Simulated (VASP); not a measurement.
Set up this calculation in VASP 6.6.1, as the native input.

- Task: single point
- Functional: PBEsol
- Potentials or basis: VASP PAW PBE potentials, release 64 (Hg, Te)
- Cutoff: 500 eV
- k mesh: 6 × 6 × 6
- Occupations: fermi-dirac, width 0.0272 eV
- Spin: no spin polarisation
- Dipole correction: no
- Further INCAR settings: ALGO = Normal; EDIFF = 1e-06; NBANDS = 16

The structure of HgTe lies in POSCAR:

```
HgTe
1.0
    0.0000000000      3.2145000000      3.2145000000
    3.2145000000      0.0000000000      3.2145000000
    3.2145000000      3.2145000000      0.0000000000
Hg Te
1 1
Direct
    0.0000000000      0.0000000000      0.0000000000
    0.7500000000      0.7500000000      0.7500000000
```

The input as run:

INCAR

```
PREC = Accurate ; ENCUT = 500
EDIFF = 1E-6 ; ISMEAR = -1
SIGMA = 0.0272 ; LREAL = F
LASPH = T ; NELM = 120
ALGO = Normal ; ISIF = 2
LWAVE = F ; LCHARG = F
GGA = PS ; NBANDS = 16
GGA_COMPAT = F
```

KPOINTS

```
regular mesh
0
Gamma
  6 6 6
```

Potentials or basis: VASP PAW PBE potentials, release 64 (Hg, Te).

Run with:

```console
$ cat potpaw_PBE.64/Hg/POTCAR potpaw_PBE.64/Te/POTCAR > POTCAR
$ mpirun -np 1 vasp_std > vasp.out
```

Results of the run:

The pressure is 1.9 GPa. The band gap on the k mesh is zero (filled and empty bands touch).

Caveat: the PAW data sets were made with another functional, which shifts forces and pressure a little; spin-orbit coupling is left out, which moves the levels of the heavy elements.

Wall time 29 s on 1 thread of AMD EPYC 7R13, with other jobs on the host, peak memory 0.18 GiB.
